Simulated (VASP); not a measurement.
BN:

```
B N
1.0
     0.00000    3.29286    2.16328
     1.25096    0.00000    2.16328
     1.25096    3.29286    0.00000
B N
1 1
Direct
  0.00011 0.00011 0.99989
  0.66659 0.66659 0.33341
```

Base run:

```yaml
Program: VASP 6.6.1
Functional: PBE0
Potentials_or_basis: VASP PAW PBE potentials, release 64 (B, N)
Cutoff: 520 eV
k_mesh: 8 × 8 × 8
Occupations: gaussian, width 0.01 eV
Spin: no spin polarisation
```

Its results: band gap on the k mesh 5.43 eV (least direct gap 6.92 eV); pressure -0.3 GPa; largest force 0.003 eV/Å.

The run is repeated on the same cell with these changes: functional from PBE0 to HSE06. What comes out?

Band gap on the k mesh 4.68 eV (least direct gap 6.16 eV); pressure -0.2 GPa; largest force 0.003 eV/Å.

Caveats: the PAW data sets were made with another functional, which shifts forces and pressure a little.

A k mesh can miss the band edges.
